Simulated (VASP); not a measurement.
A run of VASP 6.6.1 is set up as follows.

INCAR

```
PREC = Accurate
ENCUT = 500
EDIFF = 1E-6
ISMEAR = 0
SIGMA = 0.01
LREAL = F
LASPH = T
NELM = 120
ALGO = Normal
ISIF = 2
LWAVE = F
LCHARG = F
GGA = PS
NBANDS = 30
GGA_COMPAT = F
```

Contents of KPOINTS:

```
Automatic mesh
0
Gamma
  6 6 6
```

Contents of POSCAR:

```
CsSnBr3
1.0
    5.8100000000      0.0000000000      0.0000000000
    0.0000000000      5.8100000000      0.0000000000
    0.0000000000      0.0000000000      5.8100000000
Cs Sn Br
1 1 3
Direct
    0.5000000000      0.5000000000      0.5000000000
    0.0000000000      0.0000000000      0.0000000000
    0.5000000000      0.0000000000      0.0000000000
    0.0000000000      0.5000000000      0.0000000000
    0.0000000000      0.0000000000      0.5000000000
```

Potentials or basis: VASP PAW PBE potentials, release 64 (Cs_sv, Sn_d, Br).

Launch:

```console
$ cat potpaw_PBE.64/Cs_sv/POTCAR potpaw_PBE.64/Sn_d/POTCAR potpaw_PBE.64/Br/POTCAR > POTCAR
$ mpirun -np 1 vasp_std > vasp.out
```

(1) Predict the pressure.

(2) What does it give for the band gap on the k mesh?

## Answers

(1) -0.5 GPa.

(2) 0.34 eV.

Caveat: the PAW data sets were made with another functional, which shifts forces and pressure a little; spin-orbit coupling is left out, which moves the levels of the heavy elements.
